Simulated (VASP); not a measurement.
# Co (P6_3/mmc) in VASP: further runs, part 2 of 2

VASP 6.6.1.

### 3 Single point, PBEsol, collinear spin, ferromagnetic start

This run uses another cell than the first one, of the same volume but with other edges.

INCAR reads:

```
  PREC = Accurate
  ENCUT = 520
  EDIFF = 1E-6
  ISMEAR = 0
  SIGMA = 0.15
  LREAL = F
  LASPH = T
  NELM = 150
  ALGO = Normal
  ISIF = 2
  LWAVE = F
  LCHARG = F
  ISPIN = 2
  MAGMOM = 1.81 1.83 1.81 1.83
  LORBIT = 11
  LMAXMIX = 4
  GGA = PS
  NBANDS = 30
```

KPOINTS reads:

```
Automatic mesh
0
Gamma
  24 24 8
```

POSCAR reads:

```
Co
1.0
    2.5918857761      0.0000000000      0.0000000000
   -1.2959428881      2.2446389258      0.0000000000
    0.0000000000      0.0000000000      7.1469880340
Co
4
Direct
    0.0000000000      0.0000000000      0.0000000000
    0.3333333333      0.6666666667      0.2500000000
    0.0000000000      0.0000000000      0.5000000000
    0.6666666667      0.3333333333      0.7500000000
```

Potentials or basis: VASP PAW PBE potentials, release 64 (Co).

Launch:

```
$ cat potpaw_PBE.64/Co/POTCAR > POTCAR
$ mpirun -np 1 vasp_std > vasp.out
```

OUTCAR:

```text
PREC = Accurate
   ENCUT = 520
   EDIFF = 1E-6
   ISMEAR = 0
   LREAL = F
   LASPH = T
   NELM = 150
   ISIF = 2
   ISPIN = 2
   LORBIT = 11
   GGA = PS

 ion  position               nearest neighbor table
   1  0.000  0.000  0.000-   2 2.33   4 2.33   4 2.33   2 2.33   4 2.33   2 2.33
   2  0.333  0.667  0.250-   1 2.33   3 2.33   1 2.33   3 2.33   1 2.33   3 2.33
   3  0.000  0.000  0.500-   2 2.33   4 2.33   4 2.33   2 2.33   4 2.33   2 2.33
   4  0.667  0.333  0.750-   1 2.33   3 2.33   1 2.33   3 2.33   1 2.33   3 2.33

  LATTYP: Found a hexagonal cell.
 ALAT       =     2.5918857761
[... 1817 lines left out ...]
      direct lattice vectors                 reciprocal lattice vectors
     2.591885776  0.000000000  0.000000000     0.385819471  0.222752976  0.000000000
    -1.295942888  2.244638926  0.000000000     0.000000000  0.445505951  0.000000000
     0.000000000  0.000000000  7.146988034     0.000000000  0.000000000  0.139919081

 POSITION                                       TOTAL-FORCE (eV/Angst)
 -----------------------------------------------------------------------------------
      0.00000      0.00000      0.00000         0.000000      0.000000      0.000000
     -0.00000      1.49643      1.78675        -0.000000      0.000000     -0.000000
      0.00000      0.00000      3.57349         0.000000      0.000000      0.000000
      1.29594      0.74821      5.36024        -0.000000      0.000000     -0.000000
 -----------------------------------------------------------------------------------
    total drift:                                0.000000     -0.000000      0.000000

  FREE ENERGIE OF THE ION-ELECTRON SYSTEM (eV)
  ---------------------------------------------------
  free  energy   TOTEN  =       -30.2560794041 eV

  energy  without entropy=      -30.2112350113  energy(sigma->0) =      -30.23365721

 total charge

# of ion       s       p       d       tot
------------------------------------------
    1        0.518   0.567   7.310   8.395
    2        0.518   0.564   7.313   8.395
    3        0.518   0.567   7.310   8.395
    4        0.518   0.564   7.313   8.395
--------------------------------------------------
tot          2.072   2.263  29.245  33.580

 magnetization (x)

# of ion       s       p       d       tot
------------------------------------------
    1       -0.013  -0.042   1.656   1.600
    2       -0.012  -0.042   1.645   1.591
    3       -0.013  -0.042   1.656   1.600
    4       -0.012  -0.042   1.645   1.591
--------------------------------------------------
tot         -0.050  -0.168   6.601   6.383
```

OSZICAR:

```text
N       E                     dE             d eps       ncg     rms          rms(c)
DAV:   1     0.237198958244E+03    0.23720E+03   -0.15133E+04 37440   0.160E+03
DAV:   2    -0.196089409489E+02   -0.25681E+03   -0.23900E+03 36660   0.310E+02
DAV:   3    -0.346628725814E+02   -0.15054E+02   -0.14217E+02 40524   0.101E+02
DAV:   4    -0.349395575241E+02   -0.27668E+00   -0.27625E+00 44944   0.135E+01
DAV:   5    -0.349508538694E+02   -0.11296E-01   -0.11295E-01 50364   0.215E+00    0.232E+01
DAV:   6    -0.309935071114E+02    0.39573E+01   -0.27406E+01 40764   0.773E+01    0.990E+00
DAV:   7    -0.303372414500E+02    0.65627E+00   -0.40727E+00 40890   0.292E+01    0.594E+00
DAV:   8    -0.303024344144E+02    0.34807E-01   -0.97640E-02 55958   0.513E+00    0.320E+00
DAV:   9    -0.305096683033E+02   -0.20723E+00   -0.58043E-01 44988   0.206E+01    0.748E+00
DAV:  10    -0.302543235712E+02    0.25534E+00   -0.40973E-01 44196   0.167E+01    0.594E-01
DAV:  11    -0.302559333204E+02   -0.16097E-02   -0.15310E-02 43042   0.119E+00    0.125E-01
DAV:  12    -0.302560487895E+02   -0.11547E-03   -0.49411E-04 49544   0.271E-01    0.589E-02
DAV:  13    -0.302560749210E+02   -0.26131E-04   -0.49966E-05 42718   0.884E-02    0.395E-02
DAV:  14    -0.302560799492E+02   -0.50283E-05   -0.11653E-05 47950   0.782E-02    0.185E-02
DAV:  15    -0.302560794041E+02    0.54512E-06   -0.28753E-06 29908   0.302E-02
   1 F= -.30256079E+02 E0= -.30233657E+02  d E =-.448444E-01  mag=     6.3738
```

stdout:

```text
POSCAR found type information on POSCAR Co
 POSCAR found :  1 types and       4 ions
 scaLAPACK will be used
 -----------------------------------------------------------------------------
|                                                                             |
|                                                                             |
|     You enforced a specific xc type in the INCAR file but a different       |
|     I HOPE YOU KNOW WHAT YOU ARE DOING!                                     |
|                                                                             |
 -----------------------------------------------------------------------------

 LDA part: xc-table for (Slater+PW92), standard interpolation
 POSCAR, INCAR and KPOINTS ok, starting setup
 FFT: planning ... GRIDC
 FFT: planning ... GRID_SOFT
 FFT: planning ... GRID
 WAVECAR not read
 entering main loop
```

Run time: 21 min. Hardware: 1 thread of Oxide Virtual Turin-like, shared host; peak memory 0.52 GiB.

What came out:

* Free energy: -30.2561 eV
* Pressure: 5.6 GPa
* Net moment: 6.37 μB per cell
* Site moments: Co +1.60, +1.59 (each value once) μB
* Valence electrons inside the program's atomic spheres: Co 8.39

Caveat: the cell stands under pressure; the PAW data sets were made with another functional, which shifts forces and pressure a little.

### 4 Single point, PBEsol, collinear spin, ferromagnetic start

This run uses another cell than the first one, of the same volume but with other edges.

INCAR reads:

```
PREC = Accurate
ENCUT = 520
EDIFF = 1E-7
ISMEAR = 0
SIGMA = 0.15
LREAL = False
LASPH = True
NELM = 150
ALGO = Normal
ISIF = 2
LWAVE = False
LCHARG = False
ISPIN = 2
MAGMOM = 1.81 1.83 1.81 1.83
LORBIT = 11
LMAXMIX = 4
GGA = PS
NBANDS = 30
```

KPOINTS is that of step 3.

POSCAR reads:

```
Co
1.0
    2.5244080581      0.0000000000      0.0000000000
   -1.2622040291      2.1862015078      0.0000000000
    0.0000000000      0.0000000000      7.5341741761
Co
4
Direct
    0.0000000000      0.0000000000      0.0000000000
    0.3333333333      0.6666666667      0.2500000000
    0.0000000000      0.0000000000      0.5000000000
    0.6666666667      0.3333333333      0.7500000000
```

Launch:

```
$ cat potpaw_PBE.64/Co/POTCAR > POTCAR
$ mpirun -np 1 vasp_std > vasp.out
```

Run time: 18 min. Hardware: 1 thread of Oxide Virtual Turin-like, shared host; peak memory 0.53 GiB.

The run converged. Its results:

```yaml
Free_energy: -30.7463 eV
Pressure: 0.9 GPa
Net_moment: 6.34 μB per cell
Site_moments: Co +1.59 μB
Valence_electrons_inside_the_program's_atomic_spheres: Co 8.37
```

Stress tensor (GPa, compression positive):
```
-7.69  0.00  0.00
 0.00 -7.69  0.00
 0.00  0.00 18.13
```

Levels at points of the mesh, in eV from the Fermi level:
Spin up:
| k point | band 18 | band 19 | band 20 | band 21 | band 22 | band 23 | band 24 | band 25 |
| --- | --- | --- | --- | --- | --- | --- | --- | --- |
| (0.00, 0.00, 0.00) | -1.57 | -1.57 | -1.04 | -1.04 | -0.54 | -0.54 | 0.77 | 7.91 |
| (0.50, 0.00, 0.00) | -0.56 | -0.43 | -0.30 | 0.03 | 1.30 | 2.36 | 2.98 | 7.06 |
| (0.00, 0.00, 0.50) | -1.63 | -1.37 | -1.37 | -0.79 | -0.79 | -0.79 | -0.79 | 11.38 |
| (0.50, 0.00, 0.50) | -0.84 | -0.58 | -0.58 | 1.14 | 1.14 | 2.72 | 2.72 | 7.59 |
Spin down:
| k point | band 11 | band 12 | band 13 | band 14 | band 15 | band 16 | band 17 | band 18 |
| --- | --- | --- | --- | --- | --- | --- | --- | --- |
| (0.00, 0.00, 0.00) | -0.89 | -0.89 | -0.88 | -0.88 | -0.63 | -0.16 | -0.16 | 0.18 |
| (0.50, 0.00, 0.00) | -0.47 | -0.37 | -0.30 | 0.41 | 0.98 | 1.06 | 1.08 | 1.23 |
| (0.00, 0.00, 0.50) | -1.21 | -1.21 | -0.91 | -0.91 | -0.75 | -0.75 | 0.15 | 0.15 |
| (0.50, 0.00, 0.50) | -0.81 | -0.81 | -0.18 | -0.18 | 0.82 | 0.82 | 1.01 | 1.01 |

Caveat: the PAW data sets were made with another functional, which shifts forces and pressure a little.

### 5 Summary

| cell | gap on the mesh (eV) | pressure (GPa) | moment (μB) |
| --- | --- | --- | --- |
| a = 2.378, b = 2.378, c = 8.487 Å, angles 90.0, 90.0, 120.0°, 4 atoms | none | 1.8 | 6.40 |
| a = 2.592, b = 2.592, c = 7.147 Å, angles 90.0, 90.0, 120.0°, 4 atoms | none | 5.6 | 6.37 |
| a = 2.524, b = 2.524, c = 7.534 Å, angles 90.0, 90.0, 120.0°, 4 atoms | none | 0.9 | 6.34 |

Alike in all rows: task single point; level PBEsol; potentials or basis VASP PAW PBE potentials, release 64 (Co); spin collinear, ferromagnetic start; k mesh 24 × 24 × 8; cutoff (eV) 520; smearing gaussian 0.15 eV.

Caveats: the PAW data sets were made with another functional, which shifts forces and pressure a little; the cell stands under pressure (at least some runs).

Total energies depend on the potentials used, so only differences within one code and one set of settings carry meaning.
